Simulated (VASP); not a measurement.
# Co: single point with BLYP

Crystal: Co.

```
Co
1.0
     2.25689    0.00000    0.00000
     0.00000    2.25689    0.00000
     0.00000    0.00000    2.25689
Co
1
Direct
  0.00000 0.00000 0.00000
```

This cell differs from its parent crystal: volume scaled by 0.92.

| Quantity | Value |
| --- | --- |
| Program | VASP 6.6.1 |
| Task | single point |
| Functional | BLYP |
| Potentials or basis | VASP PAW PBE potentials, release 64 (Co) |
| Cutoff | 520 eV |
| k mesh | 15 × 15 × 15 |
| Occupations | fermi-dirac, width 0.1 eV |
| Spin | no spin polarisation |

```
Pressure : 15.5 GPa
```

Levels at points of the mesh, in eV from the Fermi level:
```tsv
k point	band 1	band 2	band 3	band 4	band 5	band 6	band 7	band 8	band 9	band 10
(0.00, 0.00, 0.00)	-8.26	-3.77	-3.77	0.50	0.50	0.50	20.76	20.76	20.76	25.15
```

Run time: 13 s on 1 thread of Intel(R) Xeon(R) Platinum 8559C (Emerald Rapids) (shared host), peak memory 0.12 GiB.

Caveat: the PAW data sets were made with another functional, which shifts forces and pressure a little; the run has no spin polarisation, though such a crystal can be magnetic. Spin polarisation is off, so any magnetic state and its effect on volume and gap are missing.
